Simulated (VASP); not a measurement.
Write the native input for VASP 6.6.1 that does the following.

```yaml
Task: single point
Functional: r2SCAN
Dispersion: D3(BJ)
Potentials_or_basis: VASP PAW PBE potentials, release 64 (Mg)
Cutoff: 520 eV
k_mesh: 6 × 6 × 6
Occupations: fermi-dirac, width 0.05 eV
Spin: no spin polarisation
Dipole_correction: no
Further_INCAR_settings: ALGO = Normal; EDIFF = 1e-06; NBANDS = 7
```

The system is Mg.

```
Mg
1.0
    -1.83599    1.83599    1.67940
     1.83599   -1.83599    1.67940
     1.83599    1.83599   -1.67940
Mg
1
Direct
  0.00000 0.00000 0.00000
```

These files were run (other wordings do the same):

POSCAR

```
Mg
1.0
   -1.8359916300      1.8359916300      1.6794040200
    1.8359916300     -1.8359916300      1.6794040200
    1.8359916300      1.8359916300     -1.6794040200
Mg
1
Direct
    0.0000000000      0.0000000000      0.0000000000
```

INCAR.step1

```
  ALGO = Normal
  EDIFF = 1E-4
  ENCUT = 520
  GGA = PE
  ISMEAR = -1
  LASPH = True
  LCHARG = False
  LREAL = False
  LWAVE = True
  NBANDS = 7
  NELM = 80
  PREC = Accurate
  SIGMA = 0.05
```

INCAR.step2

```
  ALGO = Normal
  EDIFF = 1E-6
  ENCUT = 520
  ISIF = 2
  ISMEAR = -1
  ISTART = 1
  IVDW = 12
  LASPH = True
  LCHARG = True
  LELF = True
  LMIXTAU = True
  LREAL = False
  LVHAR = True
  LWAVE = False
  METAGGA = R2SCAN
  NBANDS = 7
  NELM = 80
  PREC = Accurate
  SIGMA = 0.05
  VDW_A1 = 0.49484001
  VDW_A2 = 5.73083694
  VDW_S6 = 1.0
  VDW_S8 = 0.78981345
```

KPOINTS

```
k-points
0
Gamma
  6 6 6
```

Potentials or basis: VASP PAW PBE potentials, release 64 (Mg).

Launch:

```console
$ cat potpaw_PBE.64/Mg/POTCAR > POTCAR
$ cp INCAR.step1 INCAR
$ mpirun -np 1 vasp_std > vasp.out
$ cp INCAR.step2 INCAR
$ mpirun -np 1 vasp_std > vasp.out
```

It gave:

- Pressure: -1.4 GPa
- Band gap on the k mesh: zero (band 1 reaches 6.19 eV, above the bottom of band 2 at 1.45 eV)
- Dispersion energy per atom: -0.136 eV

Caveat: the k points lie up to 0.42 Å⁻¹ apart; the PAW data sets were made with another functional, which shifts forces and pressure a little; pairwise dispersion overbinds metals, which lowers pressure and volume.

Run time: 6.4 s on 1 thread of Intel(R) Xeon(R) 6975P-C (Granite Rapids) (shared host), peak memory 0.14 GiB.
